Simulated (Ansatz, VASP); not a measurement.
**One calculation of Be, two programs**

POSCAR

```
Be
1.0
    2.2621885511      0.0000000000      0.0000000000
   -1.1310942755      1.9591127534      0.0000000000
    0.0000000000      0.0000000000      3.5664867990
Be
2
Direct
    0.3333333333      0.6666666667      0.2500000000
    0.6666666667      0.3333333333      0.7500000000
```

File INCAR.step1:

```
ALGO = Normal ; EDIFF = 1E-5
ENCUT = 520 ; GGA = PE
ISIF = 2 ; ISMEAR = -1
LASPH = T ; LREAL = F
LWAVE = T ; NBANDS = 9
NELM = 80 ; PREC = Accurate
SIGMA = 0.05
```

Contents of INCAR.step2:

```
ALGO = Normal ; EDIFF = 1E-7
ENCUT = 520 ; GGA = PE
HFSCREEN = 0.2079 ; ISIF = 2
ISMEAR = -1 ; ISTART = 1
LASPH = T ; LCHARG = T
LELF = T ; LHFCALC = T
LREAL = F ; LVHAR = T
LWAVE = F ; NBANDS = 9
NELM = 80 ; PREC = Accurate
PRECFOCK = Normal ; SIGMA = 0.05
```

KPOINTS

```
k-points
0
Gamma
  11 11 6
```

Input for Ansatz:

```yaml
crystal:
  lattice:
    - [2.2621885511, 0.0, 0.0]
    - [-1.1310942755, 1.9591127534, 0.0]
    - [0.0, 0.0, 3.566486799]
  atoms:
    - { symbol: Be, position: [0.3333333333, 0.6666666667, 0.25] }
    - { symbol: Be, position: [0.6666666667, 0.3333333333, 0.75] }
basis:
  ecutwfc: 420
  xc_grid: 2
hamiltonian:
  xc: hse06
  pseudopotentials: { kind: paw, azcp: { folder: soft_1 } }
kpoints:
  mp_grid: { grid: [11, 11, 6] }
scf:
  occupations: { method: fermi_dirac, width: 0.05 }
  max_iter: 150
output:
  forces: true
  stress: true
checkpoint:
  write: "../hse06.run"
  compress: false
  write_wavefunctions: false
  write_every: 100000
```

Alike in both runs: task single point; functional HSE06; k mesh 11 × 11 × 6; occupations fermi-dirac, width 0.05 eV; no spin polarisation.

|  | VASP | Ansatz |
| --- | --- | --- |
| version | VASP 6.6.1 | Ansatz 0.2.0 |
| potentials or method | VASP PAW PBE potentials, release 64 (Be), cutoff 520 eV | plane-wave PAW DFT |
| valence electrons in the cell | 4 | 4 |

VASP gave:

| Property | Result |
| --- | --- |
| pressure (GPa) | -0.5 |
| traceless stress, the component that is largest in VASP (GPa) | -0.70 |

Question: Which values does Ansatz return?

Answer: Pressure (GPa): -0.6; traceless stress, the component that is largest in VASP (GPa): -0.72.

The functional is the same, so the differences come from potentials, cutoffs and numerics. Ansatz's warnings: filled band counts differ across k points, stress exchange threshold loose, stress scf threshold loose.
